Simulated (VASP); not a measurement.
Runs of VASP 6.6.1 on GaN (rocksalt type). The structure is that of space group Fm-3m (No. 225), or close to it. The cells are those of the table. 

```tsv
task	cell	gap on the mesh (eV)	pressure (GPa)
single point	a = 2.984 Å, angles 60.0°, 2 atoms	0.59	0.2
relaxation of cell and atoms	relaxed from a = 3.047 Å, angles 60.0°, 2 atoms	0.59	0.0
single point	a = 2.571 Å, angles 60.0°, 2 atoms	4.00	280.1
single point	a = 2.859 Å, angles 60.0°, 2 atoms	1.44	(b)
single point	a = 2.770 Å, angles 60.0°, 2 atoms	2.14	(a)
```

Alike in all rows: level PBEsol; potentials or basis VASP PAW PBE potentials, release 64 (Ga_d, N); no spin polarisation; k mesh 17 × 17 × 17; cutoff (eV) 600; smearing fermi-dirac 0.05 eV.

Question: Estimate the missing entries.

Answer: (a) 86.3; (b) 40.1.

Caveats: the PAW data sets were made with another functional, which shifts forces and pressure a little.

A k mesh can miss the band edges, and the runs leave out spin-orbit coupling on Ga.
